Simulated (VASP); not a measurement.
A run of VASP 6.6.1:

File INCAR:

```
  ALGO = Normal
  EDIFF = 1E-6
  ENCUT = 520
  GGA = PE
  ISIF = 2
  ISMEAR = 0
  ISPIN = 2
  LASPH = True
  LCHARG = True
  LELF = True
  LMAXMIX = 4
  LORBIT = 11
  LREAL = False
  LVHAR = True
  LWAVE = False
  MAGMOM = 4.13 0.38 0.38
  NBANDS = 28
  NELM = 150
  PREC = Accurate
  SIGMA = 0.1
```

KPOINTS

```
k-points
0
Gamma
  18 18 8
```

POSCAR

```
MnPt2
1.0
    2.8460505032     -0.0000000029      0.0000000000
   -1.4230252491      2.4647520377      0.0000000000
    0.0000000000      0.0000000000      6.5698352765
Mn Pt
1 2
Direct
    0.0000000000      0.0000000000      0.0000000000
    0.3333333333      0.6666666667      0.6835868580
    0.6666666667      0.3333333333      0.3164131420
```

Potentials or basis: VASP PAW PBE potentials, release 64 (Mn_pv, Pt).

Launch:

```bash
$ cat potpaw_PBE.64/Mn_pv/POTCAR potpaw_PBE.64/Pt/POTCAR > POTCAR
$ mpirun -np 1 vasp_std > vasp.out
```

Hardware: 1 thread of Oxide Virtual Turin-like Processor, on a shared host.

Task: How long does it take, and how much memory?

Result: Wall time 22 min on 1 thread of Oxide Virtual Turin-like Processor, with other jobs on the host, peak memory 0.55 GiB. Counts: scf iterations 17, k points 266.
